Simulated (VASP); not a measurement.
# LiNbO3 (R3c) in VASP: notebook, part 2 of 4

VASP 6.6.1. The steps go on from the part before.

### 3 Single point, PBE (11.60 Å³/atom)

Contents of INCAR:

```
ALGO = Normal ; EDIFF = 1E-6
ENCUT = 520 ; GGA = PE
ISIF = 2 ; ISMEAR = 0
LASPH = T ; LCHARG = F
LREAL = F ; LWAVE = F
NBANDS = 45 ; NELM = 80
PREC = Accurate ; SIGMA = 0.05
```

Contents of KPOINTS:

```
k-points
0
Gamma
  6 6 6
```

Contents of POSCAR:

```
LiNbO3
1.0
    2.6920532121      1.5542576467      4.6190249013
   -2.6920532121      1.5542576467      4.6190249013
    0.0000000000     -3.1085152933      4.6190249013
Li Nb O
2 2 6
Direct
    0.2815913687      0.2815913687      0.2815913687
    0.7815913687      0.7815913687      0.7815913687
    0.0004900497      0.0004900497      0.0004900497
    0.5004900497      0.5004900497      0.5004900497
    0.1104619503      0.3580262714      0.7211003599
    0.7211003599      0.1104619503      0.3580262714
    0.3580262714      0.7211003599      0.1104619503
    0.2211003599      0.8580262714      0.6104619503
    0.8580262714      0.6104619503      0.2211003599
    0.6104619503      0.2211003599      0.8580262714
```

Potentials or basis: VASP PAW PBE potentials, release 64 (Li_sv, Nb_sv, O).

The run is started by

```
cat potpaw_PBE.64/Li_sv/POTCAR potpaw_PBE.64/Nb_sv/POTCAR potpaw_PBE.64/O/POTCAR > POTCAR
mpirun -np 1 vasp_std > vasp.out
```

OUTCAR:

```text
EDIFF = 1E-6
   ENCUT = 520
   GGA = PE
   ISIF = 2
   ISMEAR = 0
   LASPH = T
   LREAL = F
   NELM = 80
   PREC = Accurate

 ion  position               nearest neighbor table
   1  0.282  0.282  0.282-  10 2.15   8 2.15   9 2.15
   2  0.782  0.782  0.782-   6 2.15   7 2.15   5 2.15
   3  0.000  0.000  0.000-   6 1.93   5 1.93   7 1.93   8 2.19  10 2.19   9 2.19
   4  0.500  0.500  0.500-  10 1.93   9 1.93   8 1.93   7 2.19   6 2.19   5 2.19
   5  0.110  0.358  0.721-   3 1.93   2 2.15   4 2.19
   6  0.721  0.110  0.358-   3 1.93   2 2.15   4 2.19
   7  0.358  0.721  0.110-   3 1.93   2 2.15   4 2.19
   8  0.221  0.858  0.610-   4 1.93   1 2.15   3 2.19
   9  0.858  0.610  0.221-   4 1.93   1 2.15   3 2.19
  10  0.610  0.221  0.858-   4 1.93   1 2.15   3 2.19

  LATTYP: Found a trigonal (rhomboedric) cell.
 ALAT       =     5.5676079575
 COS(alpha) =     0.5324156338

  Lattice vectors:

 A1 = (   2.6920532121,   1.5542576467,   4.6190249013)
 A2 = (  -2.6920532121,   1.5542576467,   4.6190249013)
 A3 = (   0.0000000000,  -3.1085152933,   4.6190249013)

Analysis of symmetry for initial positions (statically):
=====================================================================
 Subroutine PRICEL returns:
 Original cell was already a primitive cell.

 Routine SETGRP: Setting up the symmetry group for a
 trigonal (rhombohedral) supercell.

 Subroutine GETGRP returns: Found  6 space group operations
 (whereof  3 operations were pure point group operations)
 out of a pool of 12 trial point group operations.

The static configuration has the point symmetry C_3 .
 The point group associated with its full space group is C_3v.

Analysis of symmetry for dynamics (positions and initial velocities):
=====================================================================
 Subroutine PRICEL returns:
 Original cell was already a primitive cell.

[... 150 lines left out ...]
   LHFCALC =     F    Hartree Fock is set to
   AEXX    =    0.0000 exact exchange contribution
   IVDW    =     0    specifies the selected vdW correction
   LEPSILON=     F    determine dielectric tensor
   LRPA    =     F    only Hartree local field effects (RPA)
 non-spin polarized calculation
 Gauss-broadening in eV      SIGMA  =   0.05
  energy-cutoff  :      520.00
  volume of cell :      115.96
 maximum number of plane-waves:      3146
 NGX is ok and might be reduce to    42
   NGX = 21   NGY = 21   NGZ = 21

 number of electron      68.0000003 magnetization

 Free energy of the ion-electron system (eV)
  ---------------------------------------------------
  ext. energy  EPLUGINS =         0.00000000
  ---------------------------------------------------
  free energy    TOTEN  =       -79.66410790 eV

  energy without entropy =      -79.66410790  energy(sigma->0) =      -79.66410790

 E-fermi :   3.0970     XC(G=0): -10.3684

 val. band max:        2.8086046093   @ k =   0.1667   0.1667   0.1667
 cond. band min:       6.0208601887   @ k =   0.5000   0.3333   0.0000
 fundamental gap:      3.2122555794
 Fermi energy:         3.0970134729

 k-point     1 :       0.0000    0.0000    0.0000
  band No.  band energies     occupation
      1     -51.7471      2.00000
      2     -51.7376      2.00000
      3     -40.0365      2.00000
      4     -40.0348      2.00000
      5     -27.8907      2.00000
      6     -27.8907      2.00000
[... 1141 lines left out ...]
     44      11.4472      0.00000
     45      12.5547      0.00000

 [... further k-points ...]

------------------------ aborting loop because EDIFF is reached ----------------------------------------

  FORCE on cell =-STRESS in cart. coord.  units (eV):
  Direction    XX          YY          ZZ          XY          YZ          ZX
  --------------------------------------------------------------------------------------
  -------------------------------------------------------------------------------------
  Total      -10.8745016    -10.8745016     -4.1379395      0.0000000     -0.0000000      0.0000000
  in kB     -150.2490504   -150.2490504    -57.1724114      0.0000000     -0.0000000      0.0000000
  external PRESSURE =    -119.2235041 kB  Pullay stress =       0.0000000 kB

 VOLUME and BASIS-vectors are now :
 -----------------------------------------------------------------------------
  energy-cutoff  :      520.00
  volume of cell :      115.96
      direct lattice vectors                 reciprocal lattice vectors
     2.692053212  1.554257647  4.619024901     0.185731841  0.107232329  0.072165303
    -2.692053212  1.554257647  4.619024901    -0.185731841  0.107232329  0.072165303
     0.000000000 -3.108515293  4.619024901     0.000000000 -0.214464657  0.072165303

 POSITION                                       TOTAL-FORCE (eV/Angst)
 -----------------------------------------------------------------------------------
      0.00000      0.00000      3.90203        -0.000000     -0.000000     -0.056238
      0.00000      0.00000     10.83057        -0.000000     -0.000000     -0.056238
      0.00000      0.00000      0.00679        -0.000000      0.000000      0.584498
      0.00000      0.00000      6.93533        -0.000000      0.000000      0.584498
     -0.66646     -1.51340      5.49474         0.615654     -0.583162     -0.176087
      1.64387      0.17953      5.49474         0.197206      0.824753     -0.176087
     -0.97741      1.33387      5.49474        -0.812860     -0.241591     -0.176087
     -1.71464     -0.22039      7.80425         0.812860     -0.241591     -0.176087
      0.66646      1.59512      7.80425        -0.615654     -0.583162     -0.176087
      1.04818     -1.37473      7.80425        -0.197206      0.824753     -0.176087
 -----------------------------------------------------------------------------------
    total drift:                                0.000000      0.000001      0.000675

  FREE ENERGIE OF THE ION-ELECTRON SYSTEM (eV)
  ---------------------------------------------------
  free  energy   TOTEN  =       -79.6641079015 eV

  energy  without entropy=      -79.6641079015  energy(sigma->0) =      -79.66410790
```

stdout:

```text
POSCAR found type information on POSCAR LiNbO
 POSCAR found :  3 types and      10 ions
 scaLAPACK will be used
 LDA part: xc-table for (Slater+PW92), standard interpolation
 POSCAR, INCAR and KPOINTS ok, starting setup
 FFT: planning ... GRIDC
 FFT: planning ... GRID_SOFT
 FFT: planning ... GRID
 WAVECAR not read
 entering main loop
```

It took 6.5 min on 1 thread of Intel Xeon 8259CL, shared host; peak memory 0.33 GiB.

What came out:

* Free energy: -79.6641 eV
* Largest force: 0.866 eV/Å
* Band gap on the k mesh: 3.21 eV (least direct gap 3.28 eV)

Forces on the atoms (eV/Å):
```
Li   0.000  0.000 -0.056
Li   0.000  0.000 -0.056
Nb   0.000  0.000  0.584
Nb   0.000  0.000  0.584
O    0.616 -0.583 -0.176
O    0.197  0.825 -0.176
O   -0.813 -0.242 -0.176
O    0.813 -0.242 -0.176
O   -0.616 -0.583 -0.176
O   -0.197  0.825 -0.176
```

Levels at points of the mesh, in eV from the valence-band top:
```tsv
k point	band 30	band 31	band 32	band 33	band 34	band 35	band 36	band 37	band 38	band 39
(0.00, 0.00, 0.00)	-0.61	-0.48	-0.44	-0.01	-0.01	3.27	3.27	3.54	4.58	4.58
(0.50, 0.00, 0.00)	-0.32	-0.26	-0.26	-0.16	-0.16	3.48	3.48	4.21	4.21	4.41
(0.50, 0.50, 0.00)	-0.97	-0.74	-0.52	-0.52	-0.19	3.31	3.72	4.11	4.17	4.67
(0.50, 0.50, 0.50)	-0.56	-0.33	-0.33	-0.33	-0.33	4.03	4.03	4.32	4.32	4.32
```

Caveat: the cutoff is under 1.25 times the usual one of these potentials, so pressure, stress and relaxed cells hold a basis-set (Pulay) error. A k mesh can miss the band edges.

### 4 Single point, PBE (11.60 Å³/atom)

Contents of INCAR:

```
SYSTEM = LiNbO3
PREC = Accurate ; ENCUT = 520
EDIFF = 1E-6 ; ISMEAR = 0
SIGMA = 0.05 ; LREAL = .False.
LASPH = .True. ; NELM = 60
ALGO = Normal ; ISIF = 2
LWAVE = .False. ; LCHARG = .True.
GGA = PE ; LELF = .True.
LVHAR = .True. ; NBANDS = 45
```

Contents of KPOINTS:

```
Automatic mesh
0
Gamma
  6 6 6
  0 0 0
```

Edit POSCAR of step 3 so:

```diff
@@ -2,5 +2,5 @@
 1.0
-    2.6920532121      1.5542576467      4.6190249013
-   -2.6920532121      1.5542576467      4.6190249013
-    0.0000000000     -3.1085152933      4.6190249013
+    2.6351035995      1.5213777725      4.8208341985
+   -2.6351035995      1.5213777725      4.8208341985
+    0.0000000000     -3.0427555450      4.8208341985
 Li Nb O
```

The run is started by

```
cat potpaw_PBE.64/Li_sv/POTCAR potpaw_PBE.64/Nb_sv/POTCAR potpaw_PBE.64/O/POTCAR > POTCAR
mpirun -np 1 vasp_std > vasp.out
```

Wall time 7.6 min (1 thread of Intel Xeon 8259CL, shared host); peak memory 0.33 GiB.

The run converged. Its results:

| Item | Value |
| --- | --- |
| Free energy | -79.7962 eV |
| Largest force | 0.721 eV/Å |
| Band gap on the k mesh | 3.28 eV (least direct gap 3.30 eV) |

Forces in eV/Å, atoms in the order of the input:
```
Li   0.000  0.000  0.017
Li   0.000  0.000  0.017
Nb   0.000  0.000  0.606
Nb   0.000  0.000  0.606
O    0.434 -0.537 -0.208
O    0.248  0.644 -0.208
O   -0.682 -0.107 -0.208
O    0.682 -0.107 -0.208
O   -0.434 -0.537 -0.208
O   -0.248  0.644 -0.208
```

Levels at points of the mesh, in eV from the valence-band top:
```tsv
k point	band 31	band 32	band 33	band 34	band 35	band 36	band 37	band 38
(0.00, 0.00, 0.00)	-0.68	-0.54	0.00	0.00	3.30	3.30	3.77	4.65
(0.50, 0.00, 0.00)	-0.32	-0.32	-0.23	-0.23	3.52	3.52	4.27	4.27
(0.50, 0.50, 0.00)	-0.73	-0.66	-0.51	-0.19	3.37	3.77	4.15	4.21
(0.50, 0.50, 0.50)	-0.29	-0.29	-0.29	-0.29	4.21	4.21	4.36	4.36
```

Caveat: the cutoff is under 1.25 times the usual one of these potentials, so pressure, stress and relaxed cells hold a basis-set (Pulay) error.

[end of part 2 of 4]
